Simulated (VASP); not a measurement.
# Cu3Au (Auricupride) (Pm-3m) in VASP: single point with PBEsol

Aim: the single point of Cu3Au (Auricupride) with PBEsol.

All numbers are computed with VASP 6.6.1; they aren't measurements. Logs are shortened: lines on timing, memory, paths and dates and some standing lists are left out, and cuts for length are marked.

## (1) The cell of the first run

Symmetry: Pm-3m, No. 221, cubic system. The conventional cell has a = 3.740 Å, b = 3.740 Å, c = 3.740 Å, α = 90.00°, β = 90.00°, γ = 90.00°. Cu (site symmetry 4/mmm) has 8 Cu at 2.64 Å and 4 Au at 2.64 Å within 3.5 Å. Within 3.5 Å of Au (site symmetry m-3m) lie 12 Cu at 2.64 Å.

## (2) Single point, PBEsol

INCAR

```
  ALGO = Normal
  EDIFF = 1E-6
  ENCUT = 600
  GGA = PS
  GGA_COMPAT = False
  ISIF = 2
  ISMEAR = -1
  LASPH = True
  LCHARG = True
  LELF = True
  LREAL = False
  LVHAR = True
  LWAVE = False
  NBANDS = 30
  NELM = 120
  PREC = Accurate
  SIGMA = 0.15
```

KPOINTS

```
k-points
0
Gamma
  7 7 7
```

POSCAR

```
Cu3Au
1.0
    3.7400000000      0.0000000000      0.0000000000
    0.0000000000      3.7400000000      0.0000000000
    0.0000000000      0.0000000000      3.7400000000
Cu Au
3 1
Direct
    0.0000000000      0.5000000000      0.5000000000
    0.5000000000      0.0000000000      0.5000000000
    0.5000000000      0.5000000000      0.0000000000
    0.0000000000      0.0000000000      0.0000000000
```

Potentials or basis: VASP PAW PBE potentials, release 64 (Cu, Au).

The run is started by

```sh
$ cat potpaw_PBE.64/Cu/POTCAR potpaw_PBE.64/Au/POTCAR > POTCAR
$ mpirun -np 1 vasp_std > vasp.out
```

OUTCAR:

```text
EDIFF = 1E-6
   ENCUT = 600
   GGA = PS
   ISIF = 2
   ISMEAR = -1
   LASPH = True
   LREAL = False
   NELM = 120
   PREC = Accurate

 ion  position               nearest neighbor table
   1  0.000  0.500  0.500-   2 2.64   3 2.64   4 2.64   3 2.64   4 2.64   2 2.64   4 2.64   4 2.64
                             2 2.64   3 2.64   3 2.64   2 2.64
   2  0.500  0.000  0.500-   1 2.64   3 2.64   4 2.64   3 2.64   4 2.64   1 2.64   3 2.64   3 2.64
                             1 2.64   4 2.64   4 2.64   1 2.64
   3  0.500  0.500  0.000-   1 2.64   2 2.64   4 2.64   1 2.64   2 2.64   2 2.64   4 2.64   2 2.64
                             1 2.64   4 2.64   1 2.64   4 2.64
   4  0.000  0.000  0.000-   1 2.64   2 2.64   3 2.64   1 2.64   2 2.64   1 2.64   3 2.64   1 2.64
                             2 2.64   3 2.64   2 2.64   3 2.64

  LATTYP: Found a simple cubic cell.
 ALAT       =     3.7400000000

  Lattice vectors:

 A1 = (   3.7400000000,   0.0000000000,   0.0000000000)
 A2 = (   0.0000000000,   3.7400000000,   0.0000000000)
 A3 = (   0.0000000000,   0.0000000000,   3.7400000000)

Analysis of symmetry for initial positions (statically):
=====================================================================
 Subroutine PRICEL returns:
 Original cell was already a primitive cell.

 Routine SETGRP: Setting up the symmetry group for a
 simple cubic supercell.

 Subroutine GETGRP returns: Found 48 space group operations
 (whereof 48 operations were pure point group operations)
 out of a pool of 48 trial point group operations.

The static configuration has the point symmetry O_h .

Analysis of symmetry for dynamics (positions and initial velocities):
=====================================================================
 Subroutine PRICEL returns:
 Original cell was already a primitive cell.

 Routine SETGRP: Setting up the symmetry group for a
 simple cubic supercell.

 Subroutine GETGRP returns: Found 48 space group operations
 (whereof 48 operations were pure point group operations)
 out of a pool of 48 trial point group operations.

The dynamic configuration has the point symmetry O_h .

 Subroutine INISYM returns: Found 48 space group operations
 (whereof 48 operations are pure point group operations),
 and found     1 'primitive' translations

----------------------------------------------------------------------------------------

                                     Primitive cell

  volume of cell :      52.3136

  direct lattice vectors                    reciprocal lattice vectors
     3.740000000  0.000000000  0.000000000     0.267379679  0.000000000  0.000000000
     0.000000000  3.740000000  0.000000000     0.000000000  0.267379679  0.000000000
     0.000000000  0.000000000  3.740000000     0.000000000  0.000000000  0.267379679

  length of vectors
     3.740000000  3.740000000  3.740000000     0.267379679  0.267379679  0.267379679

  position of ions in fractional coordinates (direct lattice)
     0.000000000  0.500000000  0.500000000
     0.500000000  0.000000000  0.500000000
     0.500000000  0.500000000  0.000000000
     0.000000000  0.000000000  0.000000000

  ion indices of the primitive-cell ions
   primitive index   ion index
                 1           1
                 2           2
                 3           3
                 4           4

----------------------------------------------------------------------------------------

 KPOINTS: k-points

Automatic generation of k-mesh.
 Grid dimensions read from file:
 generate k-points for:    7    7    7

 Generating k-lattice:

  Cartesian coordinates                     Fractional coordinates (reciprocal lattice)
     0.038197097  0.000000000  0.000000000     0.142857143  0.000000000  0.000000000
     0.000000000  0.038197097  0.000000000     0.000000000  0.142857143  0.000000000
     0.000000000  0.000000000  0.038197097     0.000000000  0.000000000  0.142857143

  Length of vectors
     0.038197097  0.038197097  0.038197097

  Shift w.r.t. Gamma in fractional coordinates (k-lattice)
     0.000000000  0.000000000  0.000000000

 Subroutine IBZKPT returns following result:
 ===========================================

 Found     20 irreducible k-points:

 Following reciprocal coordinates:
            Coordinates               Weight
  0.000000  0.000000  0.000000      1.000000
  0.142857  0.000000  0.000000      6.000000
  0.285714  0.000000  0.000000      6.000000
  0.428571  0.000000  0.000000      6.000000
  0.142857  0.142857  0.000000     12.000000
  0.285714  0.142857  0.000000     24.000000
[... 12 lines left out ...]
  0.428571  0.428571  0.285714     24.000000
  0.428571  0.428571  0.428571      8.000000
   k-points           NKPTS =     20   k-points in BZ     NKDIM =     20   number of bands    NBANDS=     30
   number of dos      NEDOS =    301   number of ions     NIONS =      4
   total plane-waves  NPLWV =  27000
   dimension x,y,z NGX =    30 NGY =   30 NGZ =   30
   dimension x,y,z NGXF=    60 NGYF=   60 NGZF=   60
   ions per type =               3   1
   NGX,Y,Z   is equivalent  to a cutoff of  13.34, 13.34, 13.34 a.u.
   NGXF,Y,Z  is equivalent  to a cutoff of  26.67, 26.67, 26.67 a.u.
 SYSTEM =  unknown system
   PREC   = accura    normal or accurate (medium, high low for compatibility)
   ISTART =      0    job   : 0-new  1-cont  2-samecut
   ICHARG =      2    charge: 1-file 2-atom 10-const
   ISPIN  =      1    spin polarized calculation?
   LNONCOLLINEAR =      F non collinear calculations
   LSORBIT =      F    spin-orbit coupling
   LASPH  =      T    aspherical Exc in radial PAW
   ENCUT  =  600.0 eV  44.10 Ry    6.64 a.u.   7.47  7.47  7.47*2*pi/ulx,y,z
   NELM   =    120;   NELMIN=  2; NELMDL= -5     # of ELM steps
   EDIFF  = 0.1E-05   stopping-criterion for ELM
   LREAL  =      F    real-space projection
   EDIFFG = 0.1E-04   stopping-criterion for IOM
   NSW    =      0    number of steps for IOM
   IBRION =     -1    ionic relax: 0-MD 1-quasi-New 2-CG
   NFREE  =      0    steps in history (QN), initial steepest desc. (CG)
   ISIF   =      2    stress and relaxation
   ISYM   =      2    0-nonsym 1-usesym 2-fastsym
   POTIM  = 0.5000    time-step for ionic-motion
   TEBEG  =    0.0;   TEEND  =   0.0 temperature during run
   PSTRESS=    0.0 pullay stress
   NELECT =      44.0000    total number of electrons
   NUPDOWN=      -1.0000    fix difference up-down
   EMIN   =  10.00;   EMAX   =-10.00  energy-range for DOS
   EFERMI =   0.00;   METHOD = LEGACY
   ISMEAR =    -1;   SIGMA  =   0.15  broadening in eV -4-tet -1-fermi 0-gaus
   EFERMI_NEDOS =   21; number of points for ismear=-14 and -15
   IALGO  =     38    algorithm
   IMIX   =      4    mixing-type and parameters
     AMIX     =   0.40;   BMIX     =  1.00
     AMIX_MAG =   1.60;   BMIX_MAG =  1.00
  volume/ion in A,a.u.               =      13.08        88.26
  Fermi-wavevector in a.u.,A,eV,Ry     =   1.545328  2.920247 32.491255  2.388040
  Thomas-Fermi vector in A             =   2.650723
   LORBIT       =      0    0 simple, 1 ext, 2 COOP (PROOUT), +10 PAW based schemes
   GGA     = PS    functional components
   LHFCALC =     F    Hartree Fock is set to
   AEXX    =    0.0000 exact exchange contribution
   IVDW    =     0    specifies the selected vdW correction
   LEPSILON=     F    determine dielectric tensor
   LRPA    =     F    only Hartree local field effects (RPA)
 non-spin polarized calculation
  energy-cutoff  :      600.00
  volume of cell :       52.31
 maximum number of plane-waves:      1767
 NGX is ok and might be reduce to    30
   NGX = 15   NGY = 15   NGZ = 15

 number of electron      44.0000069 magnetization

 Free energy of the ion-electron system (eV)
  ---------------------------------------------------
  ext. energy  EPLUGINS =         0.00000000
  ---------------------------------------------------
  free energy    TOTEN  =       -17.08201968 eV

  energy without entropy =      -16.99570321  energy(sigma->0) =      -17.03886144

 E-fermi :   8.1380     XC(G=0): -12.9122

 val. band max:        8.0776852013   @ k =   0.2857   0.2857   0.0000
 cond. band min:       8.1469108117   @ k =   0.1429   0.0000   0.0000
 fundamental gap:      0.0692256104
 Fermi energy:         8.1379856356

 k-point     1 :       0.0000    0.0000    0.0000
  band No.  band energies     occupation
      1      -1.5699      2.00000
      2       1.7284      2.00000
      3       1.7284      2.00000
      4       2.5627      2.00000
      5       2.5627      2.00000
      6       2.5627      2.00000
[... 22 lines left out ...]
     29      19.1799      0.00000
     30      19.1799      0.00000

 k-point     2 :       0.1429    0.0000    0.0000
  band No.  band energies     occupation
      1      -1.3240      2.00000
      2       1.8200      2.00000
      3       1.8434      2.00000
      4       2.6127      2.00000
      5       2.6226      2.00000
      6       2.6226      2.00000
[... 22 lines left out ...]
     29      18.8918      0.00000
     30      18.8918      0.00000

 k-point     3 :       0.2857    0.0000    0.0000
  band No.  band energies     occupation
      1      -0.6241      2.00000
      2       2.0444      2.00000
      3       2.0566      2.00000
      4       2.7362      2.00000
      5       2.7843      2.00000
      6       2.7843      2.00000
[... 22 lines left out ...]
     29      17.8883      0.00000
     30      18.2029      0.00000

 k-point     4 :       0.4286    0.0000    0.0000
  band No.  band energies     occupation
      1       0.3228      2.00000
      2       1.8894      2.00000
      3       2.2485      2.00000
      4       2.8503      2.00000
      5       2.9596      2.00000
      6       2.9596      2.00000
[... 484 lines left out ...]
     29      21.7292      0.00000
     30      22.3297      0.00000

 k-point    19 :       0.4286    0.4286    0.2857
  band No.  band energies     occupation
      1       1.6924      2.00000
      2       1.9555      2.00000
      3       2.0233      2.00000
      4       2.7661      2.00000
      5       3.3979      2.00000
      6       3.7596      2.00000
[... 22 lines left out ...]
     29      22.8523      0.00000
     30      23.6679      0.00000

 k-point    20 :       0.4286    0.4286    0.4286
  band No.  band energies     occupation
      1       1.6879      2.00000
      2       1.7633      2.00000
      3       1.7633      2.00000
      4       2.7972      2.00000
      5       3.6714      2.00000
      6       3.6714      2.00000
[... 22 lines left out ...]
     29      25.5313      0.00000
     30      25.5316      0.00000

------------------------ aborting loop because EDIFF is reached ----------------------------------------

  FORCE on cell =-STRESS in cart. coord.  units (eV):
  Direction    XX          YY          ZZ          XY          YZ          ZX
  --------------------------------------------------------------------------------------
  -------------------------------------------------------------------------------------
  Total       -0.9903754     -0.9903754     -0.9903754     -0.0000000      0.0000000     -0.0000000
  in kB      -30.3316217    -30.3316217    -30.3316217     -0.0000000      0.0000000     -0.0000000
  external PRESSURE =     -30.3316217 kB  Pullay stress =       0.0000000 kB

 VOLUME and BASIS-vectors are now :
 -----------------------------------------------------------------------------
  energy-cutoff  :      600.00
  volume of cell :       52.31
      direct lattice vectors                 reciprocal lattice vectors
     3.740000000  0.000000000  0.000000000     0.267379679  0.000000000  0.000000000
     0.000000000  3.740000000  0.000000000     0.000000000  0.267379679  0.000000000
     0.000000000  0.000000000  3.740000000     0.000000000  0.000000000  0.267379679

 POSITION                                       TOTAL-FORCE (eV/Angst)
 -----------------------------------------------------------------------------------
      0.00000      1.87000      1.87000         0.000000      0.000000      0.000000
      1.87000      0.00000      1.87000         0.000000      0.000000      0.000000
      1.87000      1.87000      0.00000         0.000000      0.000000      0.000000
      0.00000      0.00000      0.00000         0.000000      0.000000      0.000000
 -----------------------------------------------------------------------------------
    total drift:                                0.000000      0.000000     -0.000000

  FREE ENERGIE OF THE ION-ELECTRON SYSTEM (eV)
  ---------------------------------------------------
  free  energy   TOTEN  =       -17.0820196796 eV

  energy  without entropy=      -16.9957032061  energy(sigma->0) =      -17.03886144
```

Wall time 23 s (1 thread of Intel Xeon 6975P-C (Granite Rapids), shared host); peak memory 0.19 GiB.

Results:

* Free energy: -17.0820 eV
* Pressure: -3.0 GPa
* Band gap on the k mesh: zero (band 22 reaches 9.38 eV, above the bottom of band 23 at 7.71 eV)

Caveat: the PAW data sets were made with another functional, which shifts forces and pressure a little; spin-orbit coupling is left out, which moves the levels of the heavy elements.
